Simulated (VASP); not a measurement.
# MgS (e600) (Fm-3m) in VASP: notebook, part 2 of 2

VASP 6.6.1. The steps go on from the part before.

**3. Single point, PBEsol**

The input, INCAR:

```
  PREC = Accurate
  ENCUT = 600
  EDIFF = 1E-6
  ISMEAR = 0
  SIGMA = 0.01
  LREAL = False
  LASPH = True
  NELM = 120
  ALGO = Normal
  ISIF = 2
  LWAVE = False
  LCHARG = False
  GGA = PS
  NBANDS = 11
  GGA_COMPAT = False
```

The input, KPOINTS:

```
regular mesh
0
Gamma
  6 6 6
```

The input, POSCAR:

```
MgS
1.0
    0.0000000000      2.5912657697      2.5912657697
    2.5912657697      0.0000000000      2.5912657697
    2.5912657697      2.5912657697      0.0000000000
Mg S
1 1
Direct
    0.0000000000      0.0000000000      0.0000000000
    0.5000000000      0.5000000000      0.5000000000
```

Potentials or basis: VASP PAW PBE potentials, release 64 (Mg, S).

Launch:

```
$ cat potpaw_PBE.64/Mg/POTCAR potpaw_PBE.64/S/POTCAR > POTCAR
$ mpirun -np 1 vasp_std > vasp.out
```

OUTCAR:

```text
PREC = Accurate
   ENCUT = 600
   EDIFF = 1E-6
   ISMEAR = 0
   LREAL = False
   LASPH = True
   NELM = 120
   ISIF = 2
   GGA = PS

 ion  position               nearest neighbor table
   1  0.000  0.000  0.000-   2 2.59   2 2.59   2 2.59   2 2.59   2 2.59   2 2.59
   2  0.500  0.500  0.500-   1 2.59   1 2.59   1 2.59   1 2.59   1 2.59   1 2.59

  LATTYP: Found a face centered cubic cell.
 ALAT       =     5.1825315394

  Lattice vectors:

 A1 = (   0.0000000000,   2.5912657697,   2.5912657697)
 A2 = (   2.5912657697,   0.0000000000,   2.5912657697)
 A3 = (   2.5912657697,   2.5912657697,   0.0000000000)

Analysis of symmetry for initial positions (statically):
=====================================================================
 Subroutine PRICEL returns:
 Original cell was already a primitive cell.

 Routine SETGRP: Setting up the symmetry group for a
 face centered cubic supercell.

 Subroutine GETGRP returns: Found 48 space group operations
 (whereof 48 operations were pure point group operations)
 out of a pool of 48 trial point group operations.

The static configuration has the point symmetry O_h .

Analysis of symmetry for dynamics (positions and initial velocities):
=====================================================================
 Subroutine PRICEL returns:
 Original cell was already a primitive cell.

 Routine SETGRP: Setting up the symmetry group for a
 face centered cubic supercell.

 Subroutine GETGRP returns: Found 48 space group operations
 (whereof 48 operations were pure point group operations)
 out of a pool of 48 trial point group operations.

The dynamic configuration has the point symmetry O_h .

 Subroutine INISYM returns: Found 48 space group operations
 (whereof 48 operations are pure point group operations),
 and found     1 'primitive' translations

----------------------------------------------------------------------------------------

                                     Primitive cell

  volume of cell :      34.7989

  direct lattice vectors                    reciprocal lattice vectors
[... 107 lines left out ...]
   LEPSILON=     F    determine dielectric tensor
   LRPA    =     F    only Hartree local field effects (RPA)
 non-spin polarized calculation
 Gauss-broadening in eV      SIGMA  =   0.01
  energy-cutoff  :      600.00
  volume of cell :       34.80
 maximum number of plane-waves:      1211
 NGX is ok and might be reduce to    30
   NGX = 15   NGY = 15   NGZ = 15

 number of electron       8.0000000 magnetization

 Free energy of the ion-electron system (eV)
  ---------------------------------------------------
  ext. energy  EPLUGINS =         0.00000000
  ---------------------------------------------------
  free energy    TOTEN  =        -9.07247633 eV

  energy without entropy =       -9.07247633  energy(sigma->0) =       -9.07247633

 E-fermi :   3.8314     XC(G=0):  -9.8857

 val. band max:        3.7858665354   @ k =   0.0000   0.0000   0.0000
 cond. band min:       6.5122352808   @ k =   0.5000   0.5000   0.0000
 fundamental gap:      2.7263687454
 Fermi energy:         3.8314377003

 k-point     1 :       0.0000    0.0000    0.0000
  band No.  band energies     occupation
      1      -8.9668      2.00000
      2       3.7859      2.00000
      3       3.7859      2.00000
      4       3.7859      2.00000
      5       7.4719      0.00000
      6      11.6299      0.00000
      7      11.6299      0.00000
      8      11.6299      0.00000
      9      14.1083      0.00000
     10      14.1083      0.00000
     11      16.1081      0.00000
[... 197 lines left out ...]
 k-point    16 :      -0.3333    0.5000    0.1667
  band No.  band energies     occupation
      1      -7.1857      2.00000
      2      -0.0875      2.00000
      3       1.1154      2.00000
      4       1.5052      2.00000
      5       8.1774      0.00000
      6       9.8722      0.00000
      7      12.9246      0.00000
      8      13.5300      0.00000
      9      17.5942      0.00000
     10      18.8245      0.00000
     11      19.2902      0.00000

------------------------ aborting loop because EDIFF is reached ----------------------------------------

  FORCE on cell =-STRESS in cart. coord.  units (eV):
  Direction    XX          YY          ZZ          XY          YZ          ZX
  --------------------------------------------------------------------------------------
  -------------------------------------------------------------------------------------
  Total       -0.0404721     -0.0404721     -0.0404721      0.0000000      0.0000000      0.0000000
  in kB       -1.8633770     -1.8633770     -1.8633770      0.0000000      0.0000000      0.0000000
  external PRESSURE =      -1.8633770 kB  Pullay stress =       0.0000000 kB

 VOLUME and BASIS-vectors are now :
 -----------------------------------------------------------------------------
  energy-cutoff  :      600.00
  volume of cell :       34.80
      direct lattice vectors                 reciprocal lattice vectors
     0.000000000  2.591265770  2.591265770    -0.192955893  0.192955893  0.192955893
     2.591265770  0.000000000  2.591265770     0.192955893 -0.192955893  0.192955893
     2.591265770  2.591265770  0.000000000     0.192955893  0.192955893 -0.192955893

 POSITION                                       TOTAL-FORCE (eV/Angst)
 -----------------------------------------------------------------------------------
      0.00000      0.00000      0.00000         0.000000     -0.000000      0.000000
      2.59127      2.59127      2.59127        -0.000000      0.000000     -0.000000
 -----------------------------------------------------------------------------------
    total drift:                               -0.000000     -0.000000      0.000000

  FREE ENERGIE OF THE ION-ELECTRON SYSTEM (eV)
  ---------------------------------------------------
  free  energy   TOTEN  =        -9.0724763269 eV

  energy  without entropy=       -9.0724763269  energy(sigma->0) =       -9.07247633
```

Wall time 6.2 s (1 thread of Intel Xeon 6975P-C (Granite Rapids), shared host); peak memory 0.16 GiB.

Results:

| Item | Value |
| --- | --- |
| Free energy | -9.0725 eV |
| Pressure | -0.2 GPa |
| Band gap on the k mesh | 2.73 eV, indirect (least direct gap 3.69 eV) |

Levels at points of the mesh, in eV from the valence-band top:
```
           k point  band 2  band 3  band 4  band 5  band 6  band 7
(0.00, 0.00, 0.00)    0.00    0.00    0.00    3.69    7.84    7.84
(0.50, 0.00, 0.00)   -4.96   -0.61   -0.61    4.42    6.84    6.84
(0.50, 0.50, 0.00)   -4.33   -1.74   -1.74    2.73    4.20   11.99
```

Caveat: the PAW data sets were made with another functional, which shifts forces and pressure a little. A k mesh can miss the band edges.

**4. Single point, PBEsol**

The input, INCAR:

```
SYSTEM = MgS
PREC     = Accurate       ! precision mode
ENCUT    = 600            ! plane-wave cutoff, eV
EDIFF    = 1E-6           ! SCF threshold, eV
ISMEAR   = 0              ! smearing method
SIGMA    = 0.01           ! smearing width, eV
LREAL    = .False.        ! projectors in reciprocal space
LASPH    = .True.         ! aspherical terms in the spheres
NELM     = 120            ! most SCF steps
ALGO     = Normal         ! electronic algorithm
ISIF     = 2              ! what is computed and relaxed
LWAVE    = .False.        ! write WAVECAR
LCHARG   = .False.        ! write CHGCAR
GGA      = PS             ! functional
NBANDS   = 11             ! bands
GGA_COMPAT= .False.
```

The input, KPOINTS:

```
regular mesh
0
Gamma
  6 6 6
  0 0 0
```

POSCAR is that of step 3.

Launch:

```
$ cat potpaw_PBE.64/Mg/POTCAR potpaw_PBE.64/S/POTCAR > POTCAR
$ mpirun -np 1 vasp_std > vasp.out
```

It took 6 s on 1 thread of Intel Xeon 6975P-C (Granite Rapids), shared host; peak memory 0.16 GiB.

It converged, with:

```yaml
Free_energy: -9.0725 eV
Pressure: -0.2 GPa
Band_gap_on_the_k_mesh: 2.73 eV, indirect (least direct gap 3.69 eV)
```

Levels at points of the mesh, in eV from the valence-band top:
```csv
k point,band 1,band 2,band 3,band 4,band 5,band 6,band 7,band 8,band 9
"(0.00, 0.00, 0.00)",-12.75,0.00,0.00,0.00,3.69,7.84,7.84,7.84,10.32
"(0.50, 0.00, 0.00)",-11.40,-4.96,-0.61,-0.61,4.42,6.84,6.84,10.19,12.04
"(0.50, 0.50, 0.00)",-11.01,-4.33,-1.74,-1.74,2.73,4.20,11.99,12.85,13.38
```

Caveat: the PAW data sets were made with another functional, which shifts forces and pressure a little.
